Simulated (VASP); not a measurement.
# LaCo2Cu2 (I4/mmm) in VASP: single point with r2SCAN

Aim: the single point of LaCo2Cu2 with r2SCAN.

Program: VASP 6.6.1. These are calculated values, not measurements. Logs are shortened: lines on timing, memory, paths and dates and some standing lists are left out, and cuts for length are marked.

### Step 1. The cell of the first run

Symmetry: I4/mmm, No. 139, tetragonal system. Conventional cell: a = 3.814 Å, b = 3.814 Å, c = 10.774 Å, α = 90.00°, β = 90.00°, γ = 90.00°. Within 4.1 Å of La (site symmetry 4/mmm) lie 10 Cu at 3.01 to 4.04 Å and 8 Co at 3.30 Å and 4 La at 3.81 Å. Within 3.1 Å of Co (site symmetry -4m2) lie 4 Cu at 2.33 Å and 4 Co at 2.70 Å. Within 3.1 Å of Cu (site symmetry 4mm) lie 4 Co at 2.33 Å and 1 Cu at 2.69 Å and 4 La at 3.01 Å.

### Step 2. Single point, r2SCAN

Input file POSCAR:

```
LaCo2Cu2
1.0
    0.0000000000      3.8136430000      0.0000000000
    3.8136430000      0.0000000000      0.0000000000
    1.9068220000      1.9068220000     -5.3870110000
La Co Cu
1 2 2
Direct
    0.0000000000      0.0000000000      0.0000000000
    0.7500000000      0.2500000000      0.5000000000
    0.2500000000      0.7500000000      0.5000000000
    0.3750000000      0.3750000000      0.2500000000
    0.6250000000      0.6250000000      0.7500000000
```

Input file INCAR.step1:

```
SYSTEM = LaCo2Cu2
ALGO = Normal ; EDIFF = 1E-4
ENCUT = 520 ; GGA = PE
ISMEAR = -1 ; LASPH = .TRUE.
LCHARG = .FALSE. ; LREAL = .FALSE.
LWAVE = .TRUE. ; NBANDS = 34
NELM = 100 ; PREC = Accurate
SIGMA = 0.1
```

Input file INCAR.step2:

```
SYSTEM = LaCo2Cu2
ALGO = Normal ; EDIFF = 1E-6
ENCUT = 520 ; ISIF = 2
ISMEAR = -1 ; ISTART = 1
LASPH = .TRUE. ; LCHARG = .FALSE.
LMIXTAU = .TRUE. ; LREAL = .FALSE.
LWAVE = .FALSE. ; METAGGA = R2SCAN
NBANDS = 34 ; NELM = 100
PREC = Accurate ; SIGMA = 0.1
```

Input file KPOINTS:

```
k-points
0
G
  9 9 9
  0 0 0
```

Potentials or basis: VASP PAW PBE potentials, release 64 (La, Co, Cu).

The run is started by

```console
$ cat potpaw_PBE.64/La/POTCAR potpaw_PBE.64/Co/POTCAR potpaw_PBE.64/Cu/POTCAR > POTCAR
$ cp INCAR.step1 INCAR
$ mpirun -np 1 vasp_std > vasp.out
$ cp INCAR.step2 INCAR
$ mpirun -np 1 vasp_std > vasp.out
```

OUTCAR:

```text
SYSTEM = LaCo2Cu2
   EDIFF = 1E-6
   ENCUT = 520
   ISIF = 2
   ISMEAR = -1
   ISTART = 1
   LASPH = .TRUE.
   LREAL = .FALSE.
   METAGGA = R2SCAN
   NELM = 100
   PREC = Accurate

 ion  position               nearest neighbor table
   1  0.000  0.000  0.000-   5 3.01   4 3.01   5 3.01   4 3.01   4 3.01   5 3.01   5 3.01   4 3.01
                             2 3.30   3 3.30   3 3.30   2 3.30   3 3.30   2 3.30   3 3.30   2 3.30
   2  0.750  0.250  0.500-   4 2.33   5 2.33   5 2.33   4 2.33   3 2.70   3 2.70   3 2.70   3 2.70
                             1 3.30   1 3.30   1 3.30   1 3.30
   3  0.250  0.750  0.500-   4 2.33   5 2.33   5 2.33   4 2.33   2 2.70   2 2.70   2 2.70   2 2.70
                             1 3.30   1 3.30   1 3.30   1 3.30
   4  0.375  0.375  0.250-   3 2.33   2 2.33   2 2.33   3 2.33   5 2.69   1 3.01   1 3.01   1 3.01
                             1 3.01
   5  0.625  0.625  0.750-   3 2.33   2 2.33   2 2.33   3 2.33   4 2.69   1 3.01   1 3.01   1 3.01
                             1 3.01

  LATTYP: Found a body centered tetragonal cell.
 ALAT       =     3.8136430000
 C/A-ratio  =     2.8251260016

  Lattice vectors:

 A1 = (  -1.9068220000,   1.9068210000,   5.3870110000)
 A2 = (   1.9068210000,  -1.9068220000,   5.3870110000)
 A3 = (   1.9068220000,   1.9068220000,  -5.3870110000)

Analysis of symmetry for initial positions (statically):
=====================================================================
 Subroutine PRICEL returns:
 Original cell was already a primitive cell.

 Routine SETGRP: Setting up the symmetry group for a
 body centered tetragonal supercell.

 Subroutine GETGRP returns: Found 16 space group operations
 (whereof 16 operations were pure point group operations)
 out of a pool of 16 trial point group operations.

The static configuration has the point symmetry D_4h.

Analysis of symmetry for dynamics (positions and initial velocities):
=====================================================================
 Subroutine PRICEL returns:
 Original cell was already a primitive cell.

 Routine SETGRP: Setting up the symmetry group for a
 body centered tetragonal supercell.

 Subroutine GETGRP returns: Found 16 space group operations
 (whereof 16 operations were pure point group operations)
 out of a pool of 16 trial point group operations.

The dynamic configuration has the point symmetry D_4h.

 Subroutine INISYM returns: Found 16 space group operations
 (whereof 16 operations are pure point group operations),
 and found     1 'primitive' translations

----------------------------------------------------------------------------------------

                                     Primitive cell

  volume of cell :      78.3480

  direct lattice vectors                    reciprocal lattice vectors
     0.000000000  3.813643000  0.000000000     0.000000000  0.262216469  0.092815873
     3.813643000  0.000000000  0.000000000     0.262216469  0.000000000  0.092815873
     1.906822000  1.906822000 -5.387011000     0.000000000  0.000000000 -0.185631698

  length of vectors
     3.813643000  3.813643000  6.024269897     0.278158701  0.278158701  0.185631698

  position of ions in fractional coordinates (direct lattice)
     0.000000000  0.000000000  0.000000000
     0.750000000  0.250000000  0.500000000
     0.250000000  0.750000000  0.500000000
     0.375000000  0.375000000  0.250000000
     0.625000000  0.625000000  0.750000000

  ion indices of the primitive-cell ions
   primitive index   ion index
                 1           1
                 2           2
                 3           3
                 4           4
                 5           5

----------------------------------------------------------------------------------------

 KPOINTS: k-points

Automatic generation of k-mesh.
 Grid dimensions read from file:
 generate k-points for:    9    9    9

 Generating k-lattice:

  Cartesian coordinates                     Fractional coordinates (reciprocal lattice)
     0.000000000  0.029135163  0.010312875     0.111111111  0.000000000  0.000000000
     0.029135163  0.000000000  0.010312875     0.000000000  0.111111111  0.000000000
     0.000000000  0.000000000 -0.020625744     0.000000000  0.000000000  0.111111111

  Length of vectors
     0.030906522  0.030906522  0.020625744

  Shift w.r.t. Gamma in fractional coordinates (k-lattice)
     0.000000000  0.000000000  0.000000000

 Subroutine IBZKPT returns following result:
 ===========================================

 Found     75 irreducible k-points:

 Following reciprocal coordinates:
            Coordinates               Weight
  0.000000  0.000000  0.000000      1.000000
  0.111111  0.000000  0.000000      8.000000
  0.222222  0.000000 -0.000000      8.000000
  0.333333  0.000000  0.000000      8.000000
  0.444444  0.000000 -0.000000      8.000000
  0.111111  0.111111  0.000000      8.000000
[... 16 lines left out ...]
 -0.333333  0.333333  0.000000      4.000000
  0.444444  0.444444 -0.000000      8.000000
 [... further k-points ...]
   k-points           NKPTS =     75   k-points in BZ     NKDIM =     75   number of bands    NBANDS=     34
   number of dos      NEDOS =    301   number of ions     NIONS =      5
   total plane-waves  NPLWV =  37632
   dimension x,y,z NGX =    28 NGY =   28 NGZ =   48
   dimension x,y,z NGXF=    56 NGYF=   56 NGZF=   96
   ions per type =               1   2   2
   NGX,Y,Z   is equivalent  to a cutoff of  12.21, 12.21, 13.25 a.u.
   NGXF,Y,Z  is equivalent  to a cutoff of  24.41, 24.41, 26.49 a.u.
 SYSTEM =  LaCo2Cu2
   PREC   = accura    normal or accurate (medium, high low for compatibility)
   ISTART =      1    job   : 0-new  1-cont  2-samecut
   ICHARG =      0    charge: 1-file 2-atom 10-const
   ISPIN  =      1    spin polarized calculation?
   LNONCOLLINEAR =      F non collinear calculations
   LSORBIT =      F    spin-orbit coupling
   LASPH  =      T    aspherical Exc in radial PAW
   ENCUT  =  520.0 eV  38.22 Ry    6.18 a.u.   7.09  7.09 11.20*2*pi/ulx,y,z
   NELM   =    100;   NELMIN=  2; NELMDL=  0     # of ELM steps
   EDIFF  = 0.1E-05   stopping-criterion for ELM
   LREAL  =      F    real-space projection
   EDIFFG = 0.1E-04   stopping-criterion for IOM
   NSW    =      0    number of steps for IOM
   IBRION =     -1    ionic relax: 0-MD 1-quasi-New 2-CG
   NFREE  =      0    steps in history (QN), initial steepest desc. (CG)
   ISIF   =      2    stress and relaxation
   ISYM   =      2    0-nonsym 1-usesym 2-fastsym
   POTIM  = 0.5000    time-step for ionic-motion
   TEBEG  =    0.0;   TEEND  =   0.0 temperature during run
   PSTRESS=    0.0 pullay stress
   NELECT =      51.0000    total number of electrons
   NUPDOWN=      -1.0000    fix difference up-down
   EMIN   =  10.00;   EMAX   =-10.00  energy-range for DOS
   EFERMI =   0.00;   METHOD = LEGACY
   ISMEAR =    -1;   SIGMA  =   0.10  broadening in eV -4-tet -1-fermi 0-gaus
   EFERMI_NEDOS =   21; number of points for ismear=-14 and -15
   IALGO  =     38    algorithm
   IMIX   =      4    mixing-type and parameters
     AMIX     =   0.40;   BMIX     =  1.00
     AMIX_MAG =   1.60;   BMIX_MAG =  1.00
  volume/ion in A,a.u.               =      15.67       105.74
  Fermi-wavevector in a.u.,A,eV,Ry     =   1.418803  2.681150 27.388573  2.013003
  Thomas-Fermi vector in A             =   2.539891
   LORBIT       =      0    0 simple, 1 ext, 2 COOP (PROOUT), +10 PAW based schemes
   METAGGA = R2SCAN    functional components
   LHFCALC =     F    Hartree Fock is set to
   AEXX    =    0.0000 exact exchange contribution
   IVDW    =     0    specifies the selected vdW correction
   LEPSILON=     F    determine dielectric tensor
   LRPA    =     F    only Hartree local field effects (RPA)
 non-spin polarized calculation
  energy-cutoff  :      520.00
  volume of cell :       78.35
 maximum number of plane-waves:      2132
   NGX = 15   NGY = 15   NGZ = 23

 number of electron      50.9999982 magnetization

 Free energy of the ion-electron system (eV)
  ---------------------------------------------------
  ext. energy  EPLUGINS =         0.00000000
  ---------------------------------------------------
  free energy    TOTEN  =       -76.14505059 eV

  energy without entropy =      -75.87279754  energy(sigma->0) =      -76.00892406

 E-fermi :   8.6058     XC(G=0): -12.6579

 val. band max:        8.6037425722   @ k =  -0.3333   0.1111  -0.0000
 cond. band min:       8.6067577209   @ k =   0.1111   0.0000   0.0000
 fundamental gap:      0.0030151487
 Fermi energy:         8.6058061246

 k-point     1 :       0.0000    0.0000    0.0000
  band No.  band energies     occupation
      1     -24.7038      2.00000
      2      -8.0942      2.00000
      3      -7.8000      2.00000
      4      -7.7999      2.00000
      5       1.1592      2.00000
      6       4.6316      2.00000
[... 26 lines left out ...]
     33      11.5892      0.00000
     34      11.7619      0.00000

 k-point     2 :       0.1111    0.0000    0.0000
  band No.  band energies     occupation
      1     -24.6964      2.00000
      2      -8.0821      2.00000
      3      -7.9006      2.00000
      4      -7.7912      2.00000
      5       1.3551      2.00000
      6       4.6340      2.00000
[... 26 lines left out ...]
     33      11.6602      0.00000
     34      11.7815      0.00000

 k-point     3 :       0.2222    0.0000   -0.0000
  band No.  band energies     occupation
      1     -24.6777      2.00000
      2      -8.1440      2.00000
      3      -8.0505      2.00000
      4      -7.7688      2.00000
      5       1.8933      2.00000
      6       4.5900      2.00000
[... 26 lines left out ...]
     33      11.7443      0.00000
     34      11.8187      0.00000

 k-point     4 :       0.3333    0.0000    0.0000
  band No.  band energies     occupation
      1     -24.6563      2.00000
      2      -8.4025      2.00000
      3      -8.0138      2.00000
      4      -7.7430      2.00000
      5       2.6408      2.00000
      6       4.2961      2.00000
[... 26 lines left out ...]
     33      11.6508      0.00000
     34      11.8238      0.00000

 k-point     5 :       0.4444    0.0000   -0.0000
  band No.  band energies     occupation
      1     -24.6422      2.00000
      2      -8.5626      2.00000
      3      -7.9889      2.00000
      4      -7.7261      2.00000
      5       3.3328      2.00000
      6       4.0244      2.00000
[... 621 lines left out ...]
 k-point    22 :      -0.4444    0.3333    0.0000
  band No.  band energies     occupation
      1     -24.5983      2.00000
      2      -8.4482      2.00000
      3      -8.2657      2.00000
      4      -7.9187      2.00000
      5       3.6191      2.00000
      6       4.3526      2.00000
[... 26 lines left out ...]
     33      11.6272      0.00000
     34      11.6913      0.00000

 k-point    23 :      -0.3333    0.3333    0.0000
  band No.  band energies     occupation
      1     -24.6117      2.00000
      2      -8.3199      2.00000
      3      -8.2763      2.00000
      4      -7.9371      2.00000
      5       3.2439      2.00000
      6       4.5959      2.00000
[... 26 lines left out ...]
     33      11.7723      0.00000
     34      11.8009      0.00000

 k-point    24 :       0.4444    0.4444   -0.0000
  band No.  band energies     occupation
      1     -24.5853      2.00000
      2      -8.4146      2.00000
      3      -8.4103      2.00000
      4      -7.9010      2.00000
      5       3.8777      2.00000
      6       4.2488      2.00000
[... 26 lines left out ...]
     33      11.5686      0.00000
     34      11.6090      0.00000

 [... further k-points ...]
[... 5 lines left out ...]
  --------------------------------------------------------------------------------------
  -------------------------------------------------------------------------------------
  Total        2.0836678      2.0836678     -0.3082852     -0.0000000      0.0000000      0.0000000
  in kB       42.6099594     42.6099594     -6.3042767     -0.0000000      0.0000006      0.0000006
  external PRESSURE =      26.3052141 kB  Pullay stress =       0.0000000 kB

 VOLUME and BASIS-vectors are now :
 -----------------------------------------------------------------------------
  energy-cutoff  :      520.00
  volume of cell :       78.35
      direct lattice vectors                 reciprocal lattice vectors
     0.000000000  3.813643000  0.000000000     0.000000000  0.262216469  0.092815873
     3.813643000  0.000000000  0.000000000     0.262216469  0.000000000  0.092815873
     1.906822000  1.906822000 -5.387011000     0.000000000  0.000000000 -0.185631698

 POSITION                                       TOTAL-FORCE (eV/Angst)
 -----------------------------------------------------------------------------------
      0.00000      0.00000      0.00000         0.000000     -0.000000      0.000000
      1.90682      3.81364     -2.69351         0.000000     -0.000000      0.000000
      3.81364      1.90682     -2.69351        -0.000000      0.000000      0.000000
      1.90682      1.90682     -1.34675        -0.000000     -0.000000      0.781572
      3.81364      3.81364     -4.04026         0.000000      0.000000     -0.781572
 -----------------------------------------------------------------------------------
    total drift:                               -0.000000      0.000000      0.000000

  FREE ENERGIE OF THE ION-ELECTRON SYSTEM (eV)
  ---------------------------------------------------
  free  energy   TOTEN  =       -76.1450505852 eV

  energy  without entropy=      -75.8727975394  energy(sigma->0) =      -76.00892406
```

Run time: 14 min. Hardware: 1 thread of Intel Xeon Platinum 8259CL at 2.50GHz (Skylake/Cascade Lake), shared host; peak memory 0.36 GiB.

What came out:

```
Free energy            : -76.1451 eV
Pressure               : 2.6 GPa
Largest force          : 0.782 eV/Å
Band gap on the k mesh : zero (an odd number of electrons rules out a gap without spin polarisation)
```

Forces in eV/Å, atoms in the order of the input:
```
La   0.000  0.000  0.000
Co   0.000  0.000  0.000
Co   0.000  0.000  0.000
Cu   0.000  0.000  0.782
Cu   0.000  0.000 -0.782
```

Caveat: the PAW data sets were made with another functional, which shifts forces and pressure a little; spin-orbit coupling is left out, which moves the levels of the heavy elements; the run has no spin polarisation, though such a crystal can be magnetic.
